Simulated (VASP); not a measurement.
# AgBr (Fm-3m) in VASP: notebook

AgBr is run at these levels: PBE, PBEsol, r2SCAN; tasks: single point.

Program: VASP 6.6.1. These are calculated values, not measurements. Logs are shortened: lines on timing, memory, paths and dates and some standing lists are left out, and cuts for length are marked.

## Step 1: The cell of the first run

It takes space group Fm-3m (No. 225, cubic). Conventional cell: a = 5.843 Å, b = 5.843 Å, c = 5.843 Å, α = 90.00°, β = 90.00°, γ = 90.00°. Ag (site symmetry m-3m) has 6 Br at 2.92 Å within 3.8 Å. Br (site symmetry m-3m) has 6 Ag at 2.92 Å within 3.8 Å.

## Step 2: Single point, PBE

Contents of INCAR:

```
SYSTEM = AgBr
ALGO = Normal
EDIFF = 1E-6
ENCUT = 500
GGA = PE
GGA_COMPAT = .FALSE.
ISIF = 2
ISMEAR = 0
LASPH = .TRUE.
LCHARG = .FALSE.
LREAL = .FALSE.
LWAVE = .FALSE.
NBANDS = 16
NELM = 120
PREC = Accurate
SIGMA = 0.02
```

Contents of KPOINTS:

```
k-points
0
G
  8 8 8
  0 0 0
```

Contents of POSCAR:

```
AgBr
1.0
    0.0000000000      2.9216612883      2.9216612883
    2.9216612883      0.0000000000      2.9216612883
    2.9216612883      2.9216612883      0.0000000000
Ag Br
1 1
Direct
    0.0000000000      0.0000000000      0.0000000000
    0.5000000000      0.5000000000      0.5000000000
```

Potentials or basis: VASP PAW PBE potentials, release 64 (Ag, Br).

The run is started by

```bash
> cat potpaw_PBE.64/Ag/POTCAR potpaw_PBE.64/Br/POTCAR > POTCAR
> mpirun -np 1 vasp_std > vasp.out
```

OUTCAR:

```text
SYSTEM = AgBr
   EDIFF = 1E-6
   ENCUT = 500
   GGA = PE
   ISIF = 2
   ISMEAR = 0
   LASPH = .TRUE.
   LREAL = .FALSE.
   NELM = 120
   PREC = Accurate

 ion  position               nearest neighbor table
   1  0.000  0.000  0.000-   2 2.92   2 2.92   2 2.92   2 2.92   2 2.92   2 2.92
   2  0.500  0.500  0.500-   1 2.92   1 2.92   1 2.92   1 2.92   1 2.92   1 2.92

  LATTYP: Found a face centered cubic cell.
 ALAT       =     5.8433225766

  Lattice vectors:

 A1 = (   0.0000000000,   2.9216612883,   2.9216612883)
 A2 = (   2.9216612883,   0.0000000000,   2.9216612883)
 A3 = (   2.9216612883,   2.9216612883,   0.0000000000)

Analysis of symmetry for initial positions (statically):
=====================================================================
 Subroutine PRICEL returns:
 Original cell was already a primitive cell.

 Routine SETGRP: Setting up the symmetry group for a
 face centered cubic supercell.

 Subroutine GETGRP returns: Found 48 space group operations
 (whereof 48 operations were pure point group operations)
 out of a pool of 48 trial point group operations.

The static configuration has the point symmetry O_h .

Analysis of symmetry for dynamics (positions and initial velocities):
=====================================================================
 Subroutine PRICEL returns:
 Original cell was already a primitive cell.

 Routine SETGRP: Setting up the symmetry group for a
 face centered cubic supercell.

 Subroutine GETGRP returns: Found 48 space group operations
 (whereof 48 operations were pure point group operations)
 out of a pool of 48 trial point group operations.

The dynamic configuration has the point symmetry O_h .

 Subroutine INISYM returns: Found 48 space group operations
 (whereof 48 operations are pure point group operations),
 and found     1 'primitive' translations

----------------------------------------------------------------------------------------

                                     Primitive cell

  volume of cell :      49.8792

  direct lattice vectors                    reciprocal lattice vectors
     0.000000000  2.921661288  2.921661288    -0.171135512  0.171135512  0.171135512
     2.921661288  0.000000000  2.921661288     0.171135512 -0.171135512  0.171135512
     2.921661288  2.921661288  0.000000000     0.171135512  0.171135512 -0.171135512

  length of vectors
[... 74 lines left out ...]
   ISTART =      0    job   : 0-new  1-cont  2-samecut
   ICHARG =      2    charge: 1-file 2-atom 10-const
   ISPIN  =      1    spin polarized calculation?
   LNONCOLLINEAR =      F non collinear calculations
   LSORBIT =      F    spin-orbit coupling
   LASPH  =      T    aspherical Exc in radial PAW
   ENCUT  =  500.0 eV  36.75 Ry    6.06 a.u.   7.53  7.53  7.53*2*pi/ulx,y,z
   NELM   =    120;   NELMIN=  2; NELMDL= -5     # of ELM steps
   EDIFF  = 0.1E-05   stopping-criterion for ELM
   LREAL  =      F    real-space projection
   EDIFFG = 0.1E-04   stopping-criterion for IOM
   NSW    =      0    number of steps for IOM
   IBRION =     -1    ionic relax: 0-MD 1-quasi-New 2-CG
   NFREE  =      0    steps in history (QN), initial steepest desc. (CG)
   ISIF   =      2    stress and relaxation
   ISYM   =      2    0-nonsym 1-usesym 2-fastsym
   POTIM  = 0.5000    time-step for ionic-motion
   TEBEG  =    0.0;   TEEND  =   0.0 temperature during run
   PSTRESS=    0.0 pullay stress
   NELECT =      18.0000    total number of electrons
   NUPDOWN=      -1.0000    fix difference up-down
   EMIN   =  10.00;   EMAX   =-10.00  energy-range for DOS
   EFERMI =   0.00;   METHOD = LEGACY
   ISMEAR =     0;   SIGMA  =   0.02  broadening in eV -4-tet -1-fermi 0-gaus
   EFERMI_NEDOS =   21; number of points for ismear=-14 and -15
   IALGO  =     38    algorithm
   IMIX   =      4    mixing-type and parameters
     AMIX     =   0.40;   BMIX     =  1.00
     AMIX_MAG =   1.60;   BMIX_MAG =  1.00
  volume/ion in A,a.u.               =      24.94       168.30
  Fermi-wavevector in a.u.,A,eV,Ry     =   1.165536  2.202544 18.483172  1.358475
  Thomas-Fermi vector in A             =   2.302061
   LORBIT       =      0    0 simple, 1 ext, 2 COOP (PROOUT), +10 PAW based schemes
   GGA     = PE    functional components
   LHFCALC =     F    Hartree Fock is set to
   AEXX    =    0.0000 exact exchange contribution
   IVDW    =     0    specifies the selected vdW correction
   LEPSILON=     F    determine dielectric tensor
   LRPA    =     F    only Hartree local field effects (RPA)
 non-spin polarized calculation
 Gauss-broadening in eV      SIGMA  =   0.02
  energy-cutoff  :      500.00
  volume of cell :       49.88
 maximum number of plane-waves:      1283
   NGX = 15   NGY = 15   NGZ = 15

 number of electron      18.0000001 magnetization

 Free energy of the ion-electron system (eV)
  ---------------------------------------------------
  ext. energy  EPLUGINS =         0.00000000
  ---------------------------------------------------
  free energy    TOTEN  =        -5.00025915 eV

  energy without entropy =       -5.00025915  energy(sigma->0) =       -5.00025915

 E-fermi :   3.1047     XC(G=0):  -9.5903

 val. band max:        2.9834810085   @ k =   0.5000   0.0000   0.0000
 cond. band min:       3.6712611166   @ k =   0.0000   0.0000   0.0000
 fundamental gap:      0.6877801082
 Fermi energy:         3.1046896625

 k-point     1 :       0.0000    0.0000    0.0000
  band No.  band energies     occupation
      1     -11.7638      2.00000
      2       0.4016      2.00000
      3       0.4016      2.00000
      4       0.4020      2.00000
      5       0.4020      2.00000
      6       0.4020      2.00000
[... 433 lines left out ...]
      3      -0.7655      2.00000
      4      -0.7482      2.00000
      5       0.6255      2.00000
      6       0.6763      2.00000
[... 8 lines left out ...]
     15      15.4163      0.00000
     16      17.1426      0.00000

 [... further k-points ...]
[... 5 lines left out ...]
  --------------------------------------------------------------------------------------
  -------------------------------------------------------------------------------------
  Total       -0.0254255     -0.0254255     -0.0254255      0.0000000      0.0000000     -0.0000000
  in kB       -0.8166966     -0.8166966     -0.8166966      0.0000000      0.0000000     -0.0000000
  external PRESSURE =      -0.8166966 kB  Pullay stress =       0.0000000 kB

 VOLUME and BASIS-vectors are now :
 -----------------------------------------------------------------------------
  energy-cutoff  :      500.00
  volume of cell :       49.88
      direct lattice vectors                 reciprocal lattice vectors
     0.000000000  2.921661288  2.921661288    -0.171135512  0.171135512  0.171135512
     2.921661288  0.000000000  2.921661288     0.171135512 -0.171135512  0.171135512
     2.921661288  2.921661288  0.000000000     0.171135512  0.171135512 -0.171135512

 POSITION                                       TOTAL-FORCE (eV/Angst)
 -----------------------------------------------------------------------------------
      0.00000      0.00000      0.00000        -0.000000     -0.000000     -0.000000
      2.92166      2.92166      2.92166         0.000000      0.000000      0.000000
 -----------------------------------------------------------------------------------
    total drift:                               -0.000000      0.000000      0.000000

  FREE ENERGIE OF THE ION-ELECTRON SYSTEM (eV)
  ---------------------------------------------------
  free  energy   TOTEN  =        -5.0002591546 eV

  energy  without entropy=       -5.0002591546  energy(sigma->0) =       -5.00025915
```

It took 9.2 s on 1 thread of Intel Xeon 6975P-C (Granite Rapids), shared host; peak memory 0.17 GiB.

Results:

| Quantity | Value |
| --- | --- |
| Free energy | -5.0003 eV |
| Pressure | -0.1 GPa |
| Band gap on the k mesh | 0.69 eV, indirect (least direct gap 2.43 eV) |

A k mesh can miss the band edges.

## Step 3: Single point, PBEsol

Contents of INCAR:

```
SYSTEM = AgBr
PREC = Accurate
ENCUT = 500
EDIFF = 1E-6
ISMEAR = 0
SIGMA = 0.02
LREAL = .False.
LASPH = .True.
NELM = 120
ALGO = Normal
ISIF = 2
LWAVE = .False.
LCHARG = .False.
GGA = PS
NBANDS = 16
GGA_COMPAT = .False.
```

Contents of KPOINTS:

```
regular mesh
0
Gamma
  8 8 8
  0 0 0
```

POSCAR is that of step 2.

Potentials or basis: VASP PAW PBE potentials, release 64 (Ag, Br).

The run is started by

```bash
> cat potpaw_PBE.64/Ag/POTCAR potpaw_PBE.64/Br/POTCAR > POTCAR
> mpirun -np 1 vasp_std > vasp.out
```

It took 8.9 s on 1 thread of Intel Xeon 6975P-C (Granite Rapids), shared host; peak memory 0.17 GiB.

Results (log left out):

- Free energy: -5.6458 eV
- Pressure: -3.7 GPa
- Band gap on the k mesh: 0.52 eV, indirect (least direct gap 2.28 eV)

Levels at points of the mesh, in eV from the valence-band top:
```tsv
k point	band 5	band 6	band 7	band 8	band 9	band 10	band 11	band 12	band 13	band 14
(0.00, 0.00, 0.00)	-2.60	-2.60	-1.76	-1.76	-1.76	0.52	9.82	9.82	9.82	10.99
(0.50, 0.00, 0.00)	-2.33	-2.33	-2.01	0.00	0.00	3.69	6.20	6.73	6.73	11.90
(0.50, 0.50, 0.00)	-2.60	-2.46	-2.23	-2.23	-2.17	1.58	6.99	8.69	10.65	10.65
```

Caveat: the PAW data sets were made with another functional, which shifts forces and pressure a little. Expect the measured gap to be larger: semilocal functionals such as PBEsol lack the derivative discontinuity.

## Step 4: Single point, r2SCAN

POSCAR is that of step 3.

Contents of INCAR.step1:

```
PREC = Accurate
ENCUT = 550
ISMEAR = 0
SIGMA = 0.02
LREAL = False
LASPH = True
NELM = 120
NBANDS = 16
GGA = PE
ALGO = Normal
EDIFF = 1E-5
LWAVE = True
LCHARG = False
GGA_COMPAT = False
```

Contents of INCAR.step2:

```
PREC = Accurate
ENCUT = 550
EDIFF = 1E-6
ISMEAR = 0
SIGMA = 0.02
LREAL = False
LASPH = True
NELM = 120
ALGO = Normal
ISIF = 2
LWAVE = False
LCHARG = False
METAGGA = R2SCAN
LMIXTAU = True
NBANDS = 16
ISTART = 1
GGA_COMPAT = False
```

Contents of KPOINTS:

```
Automatic mesh
0
Gamma
  8 8 8
```

The run is started by

```bash
> cat potpaw_PBE.64/Ag/POTCAR potpaw_PBE.64/Br/POTCAR > POTCAR
> cp INCAR.step1 INCAR
> mpirun -np 1 vasp_std > vasp.out
> cp INCAR.step2 INCAR
> mpirun -np 1 vasp_std > vasp.out
```

Run time: 32 s. Hardware: 1 thread of Intel Xeon 6975P-C (Granite Rapids), shared host; peak memory 0.19 GiB.

It converged, with:

- Free energy: -35.5083 eV
- Pressure: -1.3 GPa
- Band gap on the k mesh: 1.25 eV, indirect (least direct gap 3.08 eV)

Levels at points of the mesh, in eV from the valence-band top:
```
           k point  band 7  band 8  band 9  band 10  band 11  band 12
(0.00, 0.00, 0.00)   -1.83   -1.83   -1.83     1.25    10.43    10.43
(0.50, 0.00, 0.00)   -1.97    0.00    0.00     4.38     6.91     7.47
(0.50, 0.50, 0.00)   -2.21   -2.21   -2.12     2.26     7.50     9.48
```

Caveat: the PAW data sets were made with another functional, which shifts forces and pressure a little. A k mesh can miss the band edges.

## Step 5: Single point, PBE, non-collinear spin, zero start, spin-orbit coupling

Contents of INCAR:

```
SYSTEM = AgBr
ALGO     = Normal         ! electronic algorithm
EDIFF    = 1E-6           ! SCF threshold, eV
ENCUT    = 500            ! plane-wave cutoff, eV
GGA      = PE             ! functional
GGA_COMPAT= .False.      
ISIF     = 2              ! what is computed and relaxed
ISMEAR   = 0              ! smearing method
LASPH    = .True.         ! aspherical terms in the spheres
LCHARG   = .True.         ! write CHGCAR
LMAXMIX  = 4              ! l up to which the mixer works
LORBIT   = 11             ! projections on sites
LORBMOM  = .True.       
LREAL    = .False.        ! projectors in reciprocal space
LSORBIT  = .True.         ! spin-orbit coupling
LVHAR    = .True.       
LWAVE    = .False.        ! write WAVECAR
MAGMOM   = 0 0 0 0 0 0    ! initial moments
NBANDS   = 30             ! bands
NELM     = 200            ! most SCF steps
PREC     = Accurate       ! precision mode
SIGMA    = 0.02           ! smearing width, eV
```

Contents of KPOINTS:

```
k-points
0
Gamma
  8 8 8
  0 0 0
```

POSCAR is that of step 4.

The run is started by

```bash
> cat potpaw_PBE.64/Ag/POTCAR potpaw_PBE.64/Br/POTCAR > POTCAR
> mpirun -np 1 vasp_ncl > vasp.out
```

Run time: 37 s. Hardware: 1 thread of Intel Xeon 6975P-C (Granite Rapids), shared host; peak memory 0.3 GiB.

Results (log left out):

```yaml
Free_energy: -5.0483 eV
Pressure: -0.1 GPa
Net_moment: 0.00 μB per cell
Valence_electrons_inside_the_program's_atomic_spheres: Ag 9.70; Br 4.83
```

Moments on the atoms (μB; x, y, z):
```
Ag  0.00 0.00 0.00
Br  0.00 0.00 0.00
```

## Step 6: Summary

```csv
level,spin,cutoff (eV),gap on the mesh (eV),pressure (GPa)
PBE,off,500,0.69,-0.1
PBEsol,off,500,0.52,-3.7
r2SCAN,off,550,1.25,-1.3
PBE,"non-collinear, zero start, SOC",500,-,-0.1
```

Alike in all rows: task single point; potentials or basis VASP PAW PBE potentials, release 64 (Ag, Br); cell a = 4.132 Å, angles 60.0°, 2 atoms; k mesh 8 × 8 × 8; smearing gaussian 0.02 eV.

On the cell as given the gap runs from 0.52 eV (PBEsol) to 1.25 eV (r2SCAN). The pressure there spans -3.7 GPa (PBEsol) to -0.1 GPa (PBE); a positive pressure means that this level wants a larger cell, a negative one a smaller.

Caveats: the PAW data sets were made with another functional, which shifts forces and pressure a little (some runs).

Absolute energies hang on the potentials; compare differences alone.
